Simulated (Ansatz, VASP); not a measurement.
**Ti in VASP and in Ansatz**

The input INCAR:

```
SYSTEM = Ti
PREC = Accurate
ENCUT = 520
EDIFF = 1E-7
ISMEAR = 0
SIGMA = 0.15
LREAL = .FALSE.
LASPH = .TRUE.
NELM = 60
ALGO = Fast
ISIF = 2
LWAVE = .FALSE.
LCHARG = .TRUE.
GGA = CA
LELF = .TRUE.
LVHAR = .TRUE.
NBANDS = 12
```

The input KPOINTS:

```
regular mesh
0
G
  20 20 20
  0 0 0
```

The input POSCAR:

```
Ti
1.0
   -1.6656150000      1.6656150000      1.6410000000
    1.6656150000     -1.6656150000      1.6410000000
    1.6656150000      1.6656150000     -1.6410000000
Ti
1
Direct
    0.0000000000      0.0000000000      0.0000000000
```

Input for Ansatz:

```yaml
crystal:
  lattice:
    - [-1.665615, 1.665615, 1.641]
    - [1.665615, -1.665615, 1.641]
    - [1.665615, 1.665615, -1.641]
  atoms:
    - { symbol: Ti, position: [0.0, 0.0, 0.0] }
basis:
  ecutwfc: 420
kpoints:
  mp_grid: { grid: [20, 20, 20] }
hamiltonian:
  xc: lda
scf:
  occupations: { method: gaussian, width: 0.15 }
output:
  forces: true
  stress: true
  eigenvalues: true
```

Change from the starting cell: strain +0.015 along x and y, +0.000 along z, atoms carried along.

Alike in both runs: task single point; functional LDA; k mesh 20 × 20 × 20; occupations gaussian, width 0.15 eV; no spin polarisation.

|  | VASP | Ansatz |
| --- | --- | --- |
| version | VASP 6.6.1 | Ansatz 0.2.0 |
| potentials or method | VASP PAW LDA potentials, release 64 (Ti_sv), cutoff 520 eV | scalar-relativistic, plane waves, PAW |
| valence electrons in the cell | 12 | 12 |

```tsv
	VASP	Ansatz	Ansatz less VASP
gap on the k mesh at the Fermi level (eV)	none	none	-
pressure (GPa)	-13.1	-13.1	+0.03
traceless stress, the component that is largest in VASP (GPa)	-0.26	-0.26	-0.003
```

LDA's correlation is that of Perdew and Zunger in VASP and of Perdew and Wang (1992) in Ansatz. A gap of «none» marks a metal or a gap that the smearing closes.
